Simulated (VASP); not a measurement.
# Al2Pt (Fm-3m) in VASP: a series of runs, part 2 of 2

VASP 6.6.1. The steps go on from the part before.

### 4 Relaxation of cell and atoms, PBE, target pressure 30 GPa, at which the enthalpy is minimised

INCAR

```
  ALGO = Fast
  EDIFF = 1E-6
  EDIFFG = -0.01
  ENCUT = 600
  GGA = PE
  IBRION = 2
  ISIF = 3
  ISMEAR = -1
  LASPH = T
  LCHARG = F
  LREAL = F
  LWAVE = F
  NELM = 80
  NSW = 60
  PREC = Accurate
  PSTRESS = 300.0
  SIGMA = 0.05
```

KPOINTS

```
k-points
0
Gamma
  8 8 8
```

POSCAR

```
Al2Pt
1.0
    0.0000000000      2.9550000000      2.9550000000
    2.9550000000      0.0000000000      2.9550000000
    2.9550000000      2.9550000000      0.0000000000
Pt Al
1 2
Direct
    0.0000000000      0.0000000000      0.0000000000
    0.7500000000      0.7500000000      0.7500000000
    0.2500000000      0.2500000000      0.2500000000
```

Potentials or basis: VASP PAW PBE potentials, release 64 (Pt, Al).

On the command line:

```sh
$ cat potpaw_PBE.64/Pt/POTCAR potpaw_PBE.64/Al/POTCAR > POTCAR
$ mpirun -np 1 vasp_std > vasp.out
```

OUTCAR:

```text
EDIFF = 1E-6
   EDIFFG = -0.01
   ENCUT = 600
   GGA = PE
   IBRION = 2
   ISIF = 3
   ISMEAR = -1
   LASPH = T
   LREAL = F
   NELM = 80
   NSW = 60
   PREC = Accurate
   PSTRESS = 300.0

 ion  position               nearest neighbor table
   1  0.000  0.000  0.000-   2 2.56   2 2.56   2 2.56   2 2.56   3 2.56   3 2.56   3 2.56   3 2.56

   2  0.750  0.750  0.750-   1 2.56   1 2.56   1 2.56   1 2.56   3 2.96   3 2.96   3 2.96   3 2.96
                             3 2.96   3 2.96
   3  0.250  0.250  0.250-   1 2.56   1 2.56   1 2.56   1 2.56   2 2.96   2 2.96   2 2.96   2 2.96
                             2 2.96   2 2.96

  LATTYP: Found a face centered cubic cell.
 ALAT       =     5.9100000000

  Lattice vectors:

 A1 = (   0.0000000000,   2.9550000000,   2.9550000000)
 A2 = (   2.9550000000,   0.0000000000,   2.9550000000)
 A3 = (   2.9550000000,   2.9550000000,   0.0000000000)

Analysis of symmetry for initial positions (statically):
=====================================================================
 Subroutine PRICEL returns:
 Original cell was already a primitive cell.

 Routine SETGRP: Setting up the symmetry group for a
 face centered cubic supercell.

 Subroutine GETGRP returns: Found 48 space group operations
 (whereof 48 operations were pure point group operations)
 out of a pool of 48 trial point group operations.

The static configuration has the point symmetry O_h .

Analysis of symmetry for dynamics (positions and initial velocities):
=====================================================================
 Subroutine PRICEL returns:
 Original cell was already a primitive cell.

 Routine SETGRP: Setting up the symmetry group for a
 face centered cubic supercell.

 Subroutine GETGRP returns: Found 48 space group operations
 (whereof 48 operations were pure point group operations)
 out of a pool of 48 trial point group operations.

The dynamic configuration has the point symmetry O_h .

 Subroutine INISYM returns: Found 48 space group operations
 (whereof 48 operations are pure point group operations),
 and found     1 'primitive' translations

[... 128 lines left out ...]
 non-spin polarized calculation
 RMM-DIIS sequential band-by-band and
  energy-cutoff  :      600.00
  volume of cell :       51.61
 maximum number of plane-waves:      1759
 NGX is ok and might be reduce to    36
   NGX = 17   NGY = 17   NGZ = 17

--------------------------------------- Ionic step        1  -------------------------------------------

 number of electron      16.0000001 magnetization

 Free energy of the ion-electron system (eV)
  ---------------------------------------------------
  ext. energy  EPLUGINS =         0.00000000
  ---------------------------------------------------
  free energy    TOTEN  =       -16.23849829 eV

  energy without entropy =      -16.22595553  energy(sigma->0) =      -16.23222691

------------------------ aborting loop because EDIFF is reached ----------------------------------------

  FORCE on cell =-STRESS in cart. coord.  units (eV):
  Direction    XX          YY          ZZ          XY          YZ          ZX
  --------------------------------------------------------------------------------------
  -------------------------------------------------------------------------------------
  Total        0.7583295      0.7583295      0.7583295      0.0000000      0.0000000     -0.0000000
  in kB       23.5432318     23.5432318     23.5432318      0.0000000      0.0000000     -0.0000000
  external PRESSURE =    -276.4567682 kB  Pullay stress =     300.0000000 kB
[... 26 lines left out ...]
--------------------------------------- Ionic step        2  -------------------------------------------

 number of electron      16.0000000 magnetization

 E-fermi :  14.9936     XC(G=0): -12.9054

 val. band max:       14.9634061268   @ k =  -0.3750   0.1250   0.0000
 cond. band min:      15.0469917162   @ k =  -0.3750   0.2500   0.1250
 fundamental gap:      0.0835855894
 Fermi energy:        14.9935869094

 k-point     1 :       0.0000    0.0000    0.0000
  band No.  band energies     occupation
      1       0.7411      2.00000
      2       6.6944      2.00000
      3       6.6944      2.00000
      4       6.6944      2.00000
      5       8.5147      2.00000
      6       8.5147      2.00000
      7      18.7047      0.00000
      8      18.7047      0.00000
      9      18.7047      0.00000
     10      21.8338      0.00000
     11      23.4241      0.00000
     12      23.4241      0.00000
[... 461 lines left out ...]
--------------------------------------- Ionic step        5  -------------------------------------------

 number of electron      15.9999999 magnetization

 Free energy of the ion-electron system (eV)
  ---------------------------------------------------
  ext. energy  EPLUGINS =         0.00000000
  ---------------------------------------------------
  free energy    TOTEN  =       -15.61115907 eV

  energy without entropy =      -15.59988700  energy(sigma->0) =      -15.60552304

 E-fermi :   9.7316     XC(G=0): -11.3487

 val. band max:        9.6990803860   @ k =   0.3750   0.2500   0.0000
 cond. band min:       9.7548990736   @ k =  -0.3750   0.1250   0.0000
 fundamental gap:      0.0558186876
 Fermi energy:         9.7315518149

 k-point     1 :       0.0000    0.0000    0.0000
  band No.  band energies     occupation
      1      -1.5744      2.00000
      2       3.8591      2.00000
      3       3.8591      2.00000
      4       3.8591      2.00000
      5       5.3771      2.00000
      6       5.3771      2.00000
      7      13.6426      0.00000
      8      13.6426      0.00000
      9      13.6426      0.00000
     10      13.8348      0.00000
     11      16.0118      0.00000
     12      16.0118      0.00000
[... 379 lines left out ...]
  energy  without entropy=      -15.5998870014  energy(sigma->0) =      -15.60552304

  enthalpy is  TOTEN    =        -7.2456098417 eV   P V=        8.3655492275

 reached required accuracy - stopping structural energy minimisation
```

OSZICAR:

```text
N       E                     dE             d eps       ncg     rms          rms(c)
DAV:   1     0.580176611524E+02    0.58018E+02   -0.73435E+03   696   0.128E+03
DAV:   2    -0.144273289581E+02   -0.72445E+02   -0.65301E+02   820   0.201E+02
DAV:   3    -0.167845526661E+02   -0.23572E+01   -0.23131E+01   856   0.349E+01
[... 52 lines left out ...]
RMM:   2    -0.156112144745E+02    0.26958E-02   -0.11086E-02   696   0.826E-01    0.663E-02
RMM:   3    -0.156111682246E+02    0.46250E-04   -0.48313E-04   696   0.180E-01    0.275E-02
RMM:   4    -0.156111574221E+02    0.10802E-04   -0.93058E-05   696   0.673E-02    0.842E-03
RMM:   5    -0.156111582767E+02   -0.85455E-06   -0.15866E-05   691   0.303E-02    0.702E-03
RMM:   6    -0.156111590693E+02   -0.79261E-06   -0.32243E-06   553   0.145E-02
   5 F= -.72456098E+01 E0= -.72399738E+01  d E =-.670137E+00
```

CONTCAR:

```text
Al2Pt
   1.00000000000000
     0.0000000000000000    2.8163368460076299    2.8163368460076299
     2.8163368460076299    0.0000000000000000    2.8163368460076299
     2.8163368460076299    2.8163368460076299    0.0000000000000000
  Pt              Al
     1     2
Direct
     0.0000000000000000    0.0000000000000000    0.0000000000000000
     0.7500000000000000    0.7500000000000000    0.7500000000000000
     0.2500000000000000    0.2500000000000000    0.2500000000000000

  0.00000000E+00  0.00000000E+00  0.00000000E+00
  0.00000000E+00  0.00000000E+00  0.00000000E+00
  0.00000000E+00  0.00000000E+00  0.00000000E+00
```

Wall time 4.7 min (1 thread of AMD EPYC 7R13, shared host); peak memory 0.2 GiB.

Results:

- Free energy: -15.6112 eV
- Relaxed volume: 14.89 Å³/atom
- Relaxed cell: a = 3.983 Å, b = 3.983 Å, c = 3.983 Å, α = 60.00°, β = 60.00°, γ = 60.00°
- Space group after relaxing (to 0.05 Å): Fm-3m (No. 225)
- Energy change on relaxing (the enthalpy is what falls): +209.1 meV/atom
- Ionic steps: 5
- Pressure after relaxing: 30.0 GPa
- Band gap on the k mesh: zero (band 8 reaches 13.64 eV, above the bottom of band 9 at 7.84 eV)

Step by step:
```
step  energy change (eV)  largest force (eV/Å)  pressure (GPa)  volume (Å³)
   1              0.0000                0.0000            2.35        51.61
   2              7.2017                0.0000          174.91        32.46
   3              0.4986                0.0000           25.97        45.42
   4              0.5907                0.0000           28.88        44.88
   5              0.6273                0.0000           29.97        44.68
```

Final structure:
```
Pt Al
1.0
     0.00000    2.81634    2.81634
     2.81634    0.00000    2.81634
     2.81634    2.81634    0.00000
Pt Al
1 2
Cartesian
  0.0000 0.0000 0.0000
  4.2245 4.2245 4.2245
  1.4082 1.4082 1.4082
```

Levels at points of the mesh, in eV from the Fermi level:
```tsv
k point	band 6	band 7	band 8	band 9	band 10	band 11
(0.00, 0.00, 0.00)	-4.35	3.91	3.91	3.91	4.10	6.28
(0.50, 0.00, 0.00)	-4.05	-4.05	1.03	1.03	4.03	5.80
(0.50, 0.50, 0.00)	-3.88	-3.70	-1.89	-1.89	3.60	4.21
```

Caveat: the cell is relaxed towards a set pressure, so the enthalpy falls and the energy may rise; spin-orbit coupling is left out, which moves the levels of the heavy elements.

### 5 The runs side by side

```csv
cell,gap on the mesh (eV),pressure (GPa)
relaxed to 10 GPa,none,10.0
relaxed to 20 GPa,none,20.0
relaxed to 30 GPa,none,30.0
```

Alike in all rows: task relaxation of cell and atoms; level PBE; potentials or basis VASP PAW PBE potentials, release 64 (Pt, Al); no spin polarisation; k mesh 8 × 8 × 8; cutoff (eV) 600; smearing fermi-dirac 0.05 eV.

Caveats: the cell is relaxed towards a set pressure, so the enthalpy falls and the energy may rise; spin-orbit coupling is left out, which moves the levels of the heavy elements.

Total energies depend on the potentials used, so only differences within one code and one set of settings carry meaning.
